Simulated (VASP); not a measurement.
Input of a VASP 6.6.1 run:

Contents of POSCAR:

```
Ir
1.0
    0.0000000000      1.9653779541      1.9653779541
    1.9653779541      0.0000000000      1.9653779541
    1.9653779541      1.9653779541      0.0000000000
Ir
1
Direct
    0.0000000000      0.0000000000      0.0000000000
```

Contents of INCAR.step1:

```
PREC = Accurate ; ENCUT = 520
ISMEAR = 1 ; SIGMA = 0.15
LREAL = False ; LASPH = True
NELM = 60 ; NBANDS = 10
GGA = PE ; ALGO = Normal
EDIFF = 1E-4 ; LWAVE = True
LCHARG = False
```

File INCAR.step2:

```
PREC = Accurate ; ENCUT = 520
EDIFF = 1E-6 ; ISMEAR = 1
SIGMA = 0.15 ; LREAL = False
LASPH = True ; NELM = 60
ALGO = Normal ; ISIF = 2
LWAVE = False ; LCHARG = True
METAGGA = R2SCAN ; LMIXTAU = True
LELF = True ; LVHAR = True
NBANDS = 10 ; ISTART = 1
```

KPOINTS

```
Automatic mesh
0
Gamma
  13 13 13
```

Potentials or basis: VASP PAW PBE potentials, release 64 (Ir).

Run with:

```sh
$ cat potpaw_PBE.64/Ir/POTCAR > POTCAR
$ cp INCAR.step1 INCAR
$ mpirun -np 1 vasp_std > vasp.out
$ cp INCAR.step2 INCAR
$ mpirun -np 1 vasp_std > vasp.out
```

(1) What does it give for the pressure?

Results:

(1) -19.3 GPa.

Caveat: the PAW data sets were made with another functional, which shifts forces and pressure a little.
